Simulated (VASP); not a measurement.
Au: single point with PBEsol

The system is Au.

```
CELL_PARAMETERS angstrom
0.00000 2.04177 2.04177
2.04177 0.00000 2.04177
2.04177 2.04177 0.00000
ATOMIC_POSITIONS crystal
Au 0.00000 0.00000 0.00000
```

```json
{
 "Program": "VASP 6.6.1",
 "Task": "single point",
 "Functional": "PBEsol",
 "Potentials or basis": "VASP PAW PBE potentials, release 64 (Au)",
 "Cutoff": "500 eV",
 "k mesh": "6 × 6 × 6",
 "Occupations": "gaussian, width 0.1 eV",
 "Spin": "no spin polarisation",
 "Dipole correction": "no",
 "Further INCAR settings": "ALGO = Normal; EDIFF = 1e-06; NBANDS = 12"
}
```

- Pressure: 1.0 GPa

Levels at points of the mesh, in eV from the Fermi level:
```tsv
k point	band 3	band 4	band 5	band 6	band 7	band 8	band 9	band 10
(0.00, 0.00, 0.00)	-4.61	-4.61	-3.07	-3.07	14.57	18.57	18.57	18.57
(0.50, 0.00, 0.00)	-4.64	-1.87	-1.87	-0.96	3.14	14.01	17.17	17.17
(0.50, 0.50, 0.00)	-1.91	-1.54	-1.54	1.03	5.83	10.03	10.03	17.25
```

Wall time 3.8 s on 1 thread of Intel(R) Xeon(R) Platinum 8559C (Emerald Rapids), on a shared host, peak memory 0.13 GiB.

Caveat: the k points lie up to 0.44 Å⁻¹ apart; the PAW data sets were made with another functional, which shifts forces and pressure a little; spin-orbit coupling is left out, which moves the levels of the heavy elements.
